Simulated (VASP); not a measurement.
# TeP2 (Fm-3m) in VASP: a series of runs

The runs below take TeP2 through single point, relaxation of cell and atoms, with PBE.

Everything below comes from runs of VASP 6.6.1. Logs are shortened: lines on timing, memory, paths and dates and some standing lists are left out, and cuts for length are marked.

## (1) The cell of the first run

It takes space group Fm-3m (No. 225, cubic). Conventional cell: a = 6.542 Å, b = 6.542 Å, c = 6.542 Å, α = 90.00°, β = 90.00°, γ = 90.00°. Within 3.7 Å of Te (site symmetry m-3m) lie 8 P at 2.83 Å. Within 3.7 Å of P (site symmetry -43m) lie 4 Te at 2.83 Å and 6 P at 3.27 Å.

## (2) Single point, PBE

File INCAR:

```
SYSTEM = TeP2
PREC = Accurate
ENCUT = 520
EDIFF = 1E-6
ISMEAR = 0
SIGMA = 0.1
LREAL = .False.
LASPH = .True.
NELM = 100
ALGO = Normal
ISIF = 2
LWAVE = .False.
LCHARG = .False.
GGA = PE
NBANDS = 15
```

File KPOINTS:

```
Automatic mesh
0
Gamma
  12 12 12
  0 0 0
```

File POSCAR:

```
TeP2
1.0
    0.0000000000      3.2710398019      3.2710398019
    3.2710398019      0.0000000000      3.2710398019
    3.2710398019      3.2710398019      0.0000000000
Te P
1 2
Direct
    0.5000000000      0.5000000000      0.5000000000
    0.2500000000      0.2500000000      0.2500000000
    0.7500000000      0.7500000000      0.7500000000
```

Potentials or basis: VASP PAW PBE potentials, release 64 (Te, P).

The run is started by

```bash
$ cat potpaw_PBE.64/Te/POTCAR potpaw_PBE.64/P/POTCAR > POTCAR
$ mpirun -np 1 vasp_std > vasp.out
```

OUTCAR:

```text
SYSTEM = TeP2
   PREC = Accurate
   ENCUT = 520
   EDIFF = 1E-6
   ISMEAR = 0
   LREAL = .False.
   LASPH = .True.
   NELM = 100
   ISIF = 2
   GGA = PE

 ion  position               nearest neighbor table
   1  0.500  0.500  0.500-   2 2.83   2 2.83   2 2.83   3 2.83   3 2.83   3 2.83   3 2.83   2 2.83

   2  0.250  0.250  0.250-   1 2.83   1 2.83   1 2.83   1 2.83
   3  0.750  0.750  0.750-   1 2.83   1 2.83   1 2.83   1 2.83

  LATTYP: Found a face centered cubic cell.
 ALAT       =     6.5420796038

  Lattice vectors:

 A1 = (   0.0000000000,   3.2710398019,   3.2710398019)
 A2 = (   3.2710398019,   0.0000000000,   3.2710398019)
 A3 = (   3.2710398019,   3.2710398019,   0.0000000000)

Analysis of symmetry for initial positions (statically):
=====================================================================
 Subroutine PRICEL returns:
 Original cell was already a primitive cell.

 Routine SETGRP: Setting up the symmetry group for a
 face centered cubic supercell.

 Subroutine GETGRP returns: Found 48 space group operations
 (whereof 48 operations were pure point group operations)
 out of a pool of 48 trial point group operations.

The static configuration has the point symmetry O_h .

Analysis of symmetry for dynamics (positions and initial velocities):
=====================================================================
 Subroutine PRICEL returns:
 Original cell was already a primitive cell.

 Routine SETGRP: Setting up the symmetry group for a
 face centered cubic supercell.

 Subroutine GETGRP returns: Found 48 space group operations
 (whereof 48 operations were pure point group operations)
 out of a pool of 48 trial point group operations.

The dynamic configuration has the point symmetry O_h .

 Subroutine INISYM returns: Found 48 space group operations
 (whereof 48 operations are pure point group operations),
 and found     1 'primitive' translations

----------------------------------------------------------------------------------------

                                     Primitive cell

  volume of cell :      69.9983

  direct lattice vectors                    reciprocal lattice vectors
     0.000000000  3.271039802  3.271039802    -0.152856593  0.152856593  0.152856593
     3.271039802  0.000000000  3.271039802     0.152856593 -0.152856593  0.152856593
     3.271039802  3.271039802  0.000000000     0.152856593  0.152856593 -0.152856593

  length of vectors
     4.625948851  4.625948851  4.625948851     0.264755386  0.264755386  0.264755386

  position of ions in fractional coordinates (direct lattice)
     0.500000000  0.500000000  0.500000000
     0.250000000  0.250000000  0.250000000
     0.750000000  0.750000000  0.750000000

  ion indices of the primitive-cell ions
   primitive index   ion index
                 1           1
                 2           2
                 3           3

----------------------------------------------------------------------------------------

 KPOINTS: Automatic mesh

Automatic generation of k-mesh.
 Grid dimensions read from file:
 generate k-points for:   12   12   12

 Generating k-lattice:

  Cartesian coordinates                     Fractional coordinates (reciprocal lattice)
    -0.012738049  0.012738049  0.012738049     0.083333333  0.000000000  0.000000000
     0.012738049 -0.012738049  0.012738049     0.000000000  0.083333333  0.000000000
     0.012738049  0.012738049 -0.012738049     0.000000000  0.000000000  0.083333333

  Length of vectors
     0.022062949  0.022062949  0.022062949

  Shift w.r.t. Gamma in fractional coordinates (k-lattice)
     0.000000000  0.000000000  0.000000000

 Subroutine IBZKPT returns following result:
 ===========================================

 Found     72 irreducible k-points:

 Following reciprocal coordinates:
            Coordinates               Weight
  0.000000  0.000000  0.000000      1.000000
  0.083333  0.000000  0.000000      8.000000
  0.166667  0.000000  0.000000      8.000000
  0.250000  0.000000  0.000000      8.000000
  0.333333  0.000000  0.000000      8.000000
  0.416667  0.000000  0.000000      8.000000
[... 16 lines left out ...]
  0.500000  0.166667  0.000000     24.000000
 -0.416667  0.166667  0.000000     24.000000
 [... further k-points ...]
   k-points           NKPTS =     72   k-points in BZ     NKDIM =     72   number of bands    NBANDS=     15
   number of dos      NEDOS =    301   number of ions     NIONS =      3
   total plane-waves  NPLWV =  46656
   dimension x,y,z NGX =    36 NGY =   36 NGZ =   36
   dimension x,y,z NGXF=    72 NGYF=   72 NGZF=   72
   ions per type =               1   2
   NGX,Y,Z   is equivalent  to a cutoff of  12.94, 12.94, 12.94 a.u.
   NGXF,Y,Z  is equivalent  to a cutoff of  25.88, 25.88, 25.88 a.u.
 SYSTEM =  TeP2
   PREC   = accura    normal or accurate (medium, high low for compatibility)
   ISTART =      0    job   : 0-new  1-cont  2-samecut
   ICHARG =      2    charge: 1-file 2-atom 10-const
   ISPIN  =      1    spin polarized calculation?
   LNONCOLLINEAR =      F non collinear calculations
   LSORBIT =      F    spin-orbit coupling
   LASPH  =      T    aspherical Exc in radial PAW
   ENCUT  =  520.0 eV  38.22 Ry    6.18 a.u.   8.60  8.60  8.60*2*pi/ulx,y,z
   NELM   =    100;   NELMIN=  2; NELMDL= -5     # of ELM steps
   EDIFF  = 0.1E-05   stopping-criterion for ELM
   LREAL  =      F    real-space projection
   EDIFFG = 0.1E-04   stopping-criterion for IOM
   NSW    =      0    number of steps for IOM
   IBRION =     -1    ionic relax: 0-MD 1-quasi-New 2-CG
   NFREE  =      0    steps in history (QN), initial steepest desc. (CG)
   ISIF   =      2    stress and relaxation
   ISYM   =      2    0-nonsym 1-usesym 2-fastsym
   POTIM  = 0.5000    time-step for ionic-motion
   TEBEG  =    0.0;   TEEND  =   0.0 temperature during run
   PSTRESS=    0.0 pullay stress
   NELECT =      16.0000    total number of electrons
   NUPDOWN=      -1.0000    fix difference up-down
   EMIN   =  10.00;   EMAX   =-10.00  energy-range for DOS
   EFERMI =   0.00;   METHOD = LEGACY
   ISMEAR =     0;   SIGMA  =   0.10  broadening in eV -4-tet -1-fermi 0-gaus
   EFERMI_NEDOS =   21; number of points for ismear=-14 and -15
   IALGO  =     38    algorithm
   IMIX   =      4    mixing-type and parameters
     AMIX     =   0.40;   BMIX     =  1.00
     AMIX_MAG =   1.60;   BMIX_MAG =  1.00
  volume/ion in A,a.u.               =      23.33       157.46
  Fermi-wavevector in a.u.,A,eV,Ry     =   1.000965  1.891550 13.632105  1.001931
  Thomas-Fermi vector in A             =   2.133356
   LORBIT       =      0    0 simple, 1 ext, 2 COOP (PROOUT), +10 PAW based schemes
   GGA     = PE    functional components
   LHFCALC =     F    Hartree Fock is set to
   AEXX    =    0.0000 exact exchange contribution
   IVDW    =     0    specifies the selected vdW correction
   LEPSILON=     F    determine dielectric tensor
   LRPA    =     F    only Hartree local field effects (RPA)
 non-spin polarized calculation
 Gauss-broadening in eV      SIGMA  =   0.10
  energy-cutoff  :      520.00
  volume of cell :       70.00
 maximum number of plane-waves:      1900
   NGX = 17   NGY = 17   NGZ = 17

 number of electron      15.9999998 magnetization

 Free energy of the ion-electron system (eV)
  ---------------------------------------------------
  ext. energy  EPLUGINS =         0.00000000
  ---------------------------------------------------
  free energy    TOTEN  =       -11.21078074 eV

  energy without entropy =      -11.19885264  energy(sigma->0) =      -11.20481669

 E-fermi :   6.5342     XC(G=0):  -9.7120

 val. band max:        6.5015018650   @ k =   0.4167   0.1667   0.0833
 cond. band min:       6.5468605108   @ k =   0.4167   0.2500   0.0833
 fundamental gap:      0.0453586458
 Fermi energy:         6.5341985764

 k-point     1 :       0.0000    0.0000    0.0000
  band No.  band energies     occupation
      1      -8.0189      2.00000
      2      -1.5182      2.00000
      3      -0.2153      2.00000
      4       3.0748      2.00000
      5       3.0748      2.00000
      6       3.0748      2.00000
      7       3.6840      2.00000
      8       3.6840      2.00000
      9       3.6840      2.00000
     10       7.9852      0.00000
     11       7.9852      0.00000
     12       7.9852      0.00000
     13      10.9646      0.00000
     14      10.9646      0.00000
     15      13.3914      0.00000

 k-point     2 :       0.0833    0.0000    0.0000
  band No.  band energies     occupation
      1      -7.9610      2.00000
      2      -1.6163      2.00000
      3      -0.4788      2.00000
      4       2.8226      2.00000
      5       2.8619      2.00000
      6       2.8619      2.00000
      7       3.9075      2.00000
      8       3.9075      2.00000
      9       4.4218      2.00000
     10       7.9186      0.00000
     11       7.9186      0.00000
     12       7.9368      0.00000
     13      11.2324      0.00000
     14      11.2324      0.00000
     15      13.6123      0.00000

 k-point     3 :       0.1667    0.0000    0.0000
  band No.  band energies     occupation
      1      -7.7899      2.00000
      2      -1.9581      2.00000
      3      -1.0250      2.00000
      4       2.5362      2.00000
      5       2.5362      2.00000
      6       2.8525      2.00000
      7       4.2354      2.00000
      8       4.2354      2.00000
      9       5.5875      2.00000
     10       7.8548      0.00000
     11       7.8548      0.00000
     12       7.8974      0.00000
     13      11.9121      0.00000
     14      11.9121      0.00000
     15      14.0725      0.00000

 k-point     4 :       0.2500    0.0000    0.0000
  band No.  band energies     occupation
      1      -7.5161      2.00000
      2      -2.6207      2.00000
      3      -1.4247      2.00000
      4       2.2558      2.00000
      5       2.2558      2.00000
      6       3.1273      2.00000
      7       4.4509      2.00000
      8       4.4509      2.00000
      9       6.5698      0.61474
     10       7.9946      0.00000
     11       7.9946      0.00000
     12       8.2098      0.00000
     13      12.7801      0.00000
     14      12.7801      0.00000
     15      13.8698      0.00000
[... 307 lines left out ...]
 k-point    22 :       0.4167    0.1667    0.0000
  band No.  band energies     occupation
      1      -6.8465      2.00000
      2      -3.5757      2.00000
      3      -2.3762      2.00000
      4       1.3950      2.00000
      5       1.9852      2.00000
      6       3.5644      2.00000
      7       5.4593      2.00000
      8       5.5831      2.00000
      9       6.2556      1.99992
     10       8.6199      0.00000
     11       9.2701      0.00000
     12       9.3575      0.00000
     13      12.5423      0.00000
     14      12.9839      0.00000
     15      14.5032      0.00000

 k-point    23 :       0.5000    0.1667    0.0000
  band No.  band energies     occupation
      1      -6.5354      2.00000
      2      -4.0987      2.00000
      3      -2.4991      2.00000
      4       1.4330      2.00000
      5       2.0274      2.00000
      6       3.4588      2.00000
      7       5.2994      2.00000
      8       5.9044      2.00000
      9       6.4468      1.78343
     10       9.1696      0.00000
     11       9.2020      0.00000
     12       9.5691      0.00000
     13      12.4190      0.00000
     14      13.2054      0.00000
     15      14.7835      0.00000

 k-point    24 :      -0.4167    0.1667    0.0000
  band No.  band energies     occupation
      1      -6.4819      2.00000
      2      -4.1763      2.00000
      3      -2.5474      2.00000
      4       1.5736      2.00000
      5       2.0575      2.00000
      6       3.3257      2.00000
      7       5.1036      2.00000
      8       6.0657      2.00000
      9       6.6690      0.05668
     10       8.7416      0.00000
     11       9.0993      0.00000
     12       9.9413      0.00000
     13      12.2212      0.00000
     14      13.7267      0.00000
     15      14.5456      0.00000

 [... further k-points ...]

------------------------ aborting loop because EDIFF is reached ----------------------------------------

  FORCE on cell =-STRESS in cart. coord.  units (eV):
  Direction    XX          YY          ZZ          XY          YZ          ZX
  --------------------------------------------------------------------------------------
  -------------------------------------------------------------------------------------
  Total       -0.0333443     -0.0333443     -0.0333443     -0.0000000      0.0000000     -0.0000000
  in kB       -0.7632102     -0.7632102     -0.7632102     -0.0000000      0.0000000     -0.0000000
  external PRESSURE =      -0.7632102 kB  Pullay stress =       0.0000000 kB

 VOLUME and BASIS-vectors are now :
 -----------------------------------------------------------------------------
  energy-cutoff  :      520.00
  volume of cell :       70.00
      direct lattice vectors                 reciprocal lattice vectors
     0.000000000  3.271039802  3.271039802    -0.152856593  0.152856593  0.152856593
     3.271039802  0.000000000  3.271039802     0.152856593 -0.152856593  0.152856593
     3.271039802  3.271039802  0.000000000     0.152856593  0.152856593 -0.152856593

 POSITION                                       TOTAL-FORCE (eV/Angst)
 -----------------------------------------------------------------------------------
      3.27104      3.27104      3.27104         0.000000      0.000000     -0.000000
      1.63552      1.63552      1.63552        -0.000000     -0.000000     -0.000000
      4.90656      4.90656      4.90656         0.000000      0.000000      0.000000
 -----------------------------------------------------------------------------------
    total drift:                                0.000000     -0.000000     -0.000000

  FREE ENERGIE OF THE ION-ELECTRON SYSTEM (eV)
  ---------------------------------------------------
  free  energy   TOTEN  =       -11.2107807357 eV

  energy  without entropy=      -11.1988526426  energy(sigma->0) =      -11.20481669
```

It took 53 s on 1 thread of Intel Xeon Platinum 8259CL at 2.50GHz (Skylake/Cascade Lake), shared host; peak memory 0.24 GiB.

Results:

```yaml
Free_energy: -11.2108 eV
Pressure: -0.1 GPa
Band_gap_on_the_k_mesh: zero (band 8 reaches 7.61 eV, above the bottom of band 9 at 3.68 eV)
```

Levels at points of the mesh, in eV from the Fermi level:
| k point | band 6 | band 7 | band 8 | band 9 | band 10 | band 11 |
| --- | --- | --- | --- | --- | --- | --- |
| (0.00, 0.00, 0.00) | -3.46 | -2.85 | -2.85 | -2.85 | 1.45 | 1.45 |
| (0.50, 0.00, 0.00) | -2.78 | -2.03 | -2.03 | 0.89 | 2.55 | 2.55 |
| (0.50, 0.50, 0.00) | -2.54 | 0.78 | 0.92 | 0.92 | 1.77 | 3.18 |

Caveat: spin-orbit coupling is left out, which moves the levels of the heavy elements.

## (3) Relaxation of cell and atoms, PBE

This run uses another cell than the first one, of 23.09 Å³/atom, 0.990 times its volume.

File INCAR:

```
PREC = Accurate
ENCUT = 600
EDIFF = 1E-6
ISMEAR = 0
SIGMA = 0.1
LREAL = False
LASPH = True
NELM = 100
ALGO = Normal
ISIF = 3
LWAVE = False
LCHARG = False
GGA = PE
IBRION = 2
NSW = 100
EDIFFG = -0.01
```

File KPOINTS:

```
Automatic mesh
0
Gamma
  12 12 12
```

File POSCAR:

```
TeP2
1.0
    0.0000000000      3.2598175447      3.2598175447
    3.2598175447      0.0000000000      3.2598175447
    3.2598175447      3.2598175447      0.0000000000
Te P
1 2
Direct
    0.5000000000      0.5000000000      0.5000000000
    0.2500000000      0.2500000000      0.2500000000
    0.7500000000      0.7500000000      0.7500000000
```

Potentials or basis: VASP PAW PBE potentials, release 64 (Te, P).

The run is started by

```bash
$ cat potpaw_PBE.64/Te/POTCAR potpaw_PBE.64/P/POTCAR > POTCAR
$ mpirun -np 1 vasp_std > vasp.out
```

Run time: 2.4 min. Hardware: 1 thread of Intel Xeon Platinum 8259CL at 2.50GHz (Skylake/Cascade Lake), shared host; peak memory 0.28 GiB.

The run converged. Its results:

* Free energy: -11.2109 eV
* Relaxed volume: 23.30 Å³/atom
* Relaxed cell: a = 4.624 Å, b = 4.624 Å, c = 4.624 Å, α = 60.00°, β = 60.00°, γ = 60.00°
* Space group after relaxing (to 0.05 Å): Fm-3m (No. 225)
* Energy gained by relaxing: 0.4 meV/atom
* Ionic steps: 3
* Pressure after relaxing: 0.0 GPa
* Band gap on the k mesh: zero (band 8 reaches 7.63 eV, above the bottom of band 9 at 3.69 eV)

The path:
```csv
step,energy change (eV),largest force (eV/Å),pressure (GPa),volume (Å³)
1,0.0000,0.0000,0.56,69.28
2,-0.0010,0.0000,-0.15,70.09
3,-0.0011,0.0000,0.00,69.91
```

Final structure:
```yaml
crystal:
  lattice:
    - [0.00000, 3.26967, 3.26967]
    - [3.26967, 0.00000, 3.26967]
    - [3.26967, 3.26967, 0.00000]
  atoms:
    - { symbol: Te, position: [0.50000, 0.50000, 0.50000] }
    - { symbol: P, position: [0.25000, 0.25000, 0.25000] }
    - { symbol: P, position: [0.75000, 0.75000, 0.75000] }
```

Levels at points of the mesh, in eV from the Fermi level:
```
           k point  band 6  band 7  band 8  band 9  band 10  band 11
(0.00, 0.00, 0.00)   -3.46   -2.86   -2.86   -2.86     1.45     1.45
(0.50, 0.00, 0.00)   -2.78   -2.03   -2.03    0.90     2.55     2.55
(0.50, 0.50, 0.00)   -2.54    0.79    0.92    0.92     1.77     3.19
```

Caveat: spin-orbit coupling is left out, which moves the levels of the heavy elements.

## (4) Single point, PBE

This run uses another cell than the first one, of 23.09 Å³/atom, 0.990 times its volume.

File INCAR:

```
SYSTEM = TeP2
PREC     = Accurate       ! precision mode
ENCUT    = 520            ! plane-wave cutoff, eV
EDIFF    = 1E-7           ! SCF threshold, eV
ISMEAR   = 0              ! smearing method
SIGMA    = 0.1            ! smearing width, eV
LREAL    = .FALSE.        ! projectors in reciprocal space
LASPH    = .TRUE.         ! aspherical terms in the spheres
NELM     = 100            ! most SCF steps
ALGO     = Normal         ! electronic algorithm
ISIF     = 2              ! what is computed and relaxed
LWAVE    = .FALSE.        ! write WAVECAR
LCHARG   = .FALSE.        ! write CHGCAR
GGA      = PE             ! functional
NBANDS   = 15             ! bands
```

File KPOINTS:

```
regular mesh
0
G
  4 4 4
  0 0 0
```

POSCAR is that of step 3.

The run is started by

```bash
$ cat potpaw_PBE.64/Te/POTCAR potpaw_PBE.64/P/POTCAR > POTCAR
$ mpirun -np 1 vasp_std > vasp.out
```

It took 7.4 s on 1 thread of Intel Xeon 6975P-C (Granite Rapids), shared host; peak memory 0.2 GiB.

It converged, with:

```yaml
Free_energy: -11.2381 eV
Pressure: -0.1 GPa
Band_gap_on_the_k_mesh: zero (band 8 reaches 7.71 eV, above the bottom of band 9 at 3.74 eV)
```

Levels at points of the mesh, in eV from the Fermi level:
```
           k point  band 6  band 7  band 8  band 9  band 10  band 11
(0.00, 0.00, 0.00)   -3.36   -2.77   -2.77   -2.77     1.57     1.57
(0.50, 0.00, 0.00)   -2.67   -1.94   -1.94    1.04     2.70     2.70
(0.50, 0.50, 0.00)   -2.45    0.97    1.04    1.04     1.90     3.35
```

Caveat: the k points lie up to 0.42 Å⁻¹ apart; spin-orbit coupling is left out, which moves the levels of the heavy elements.

## (5) The runs side by side

| task | cell | k mesh | cutoff (eV) | gap on the mesh (eV) | pressure (GPa) |
| --- | --- | --- | --- | --- | --- |
| single point | a = 4.626 Å, angles 60.0°, 3 atoms | 12 × 12 × 12 | 520 | none | -0.1 |
| relaxation of cell and atoms | relaxed from a = 4.610 Å, angles 60.0°, 3 atoms | 12 × 12 × 12 | 600 | none | 0.0 |
| single point | a = 4.610 Å, angles 60.0°, 3 atoms | 4 × 4 × 4 | 520 | none | -0.1 |

Alike in all rows: level PBE; potentials or basis VASP PAW PBE potentials, release 64 (Te, P); no spin polarisation; smearing gaussian 0.1 eV.

Caveats: some runs use coarse meshes; spin-orbit coupling is left out, which moves the levels of the heavy elements.

Total energies depend on the potentials used, so only differences within one code and one set of settings carry meaning.
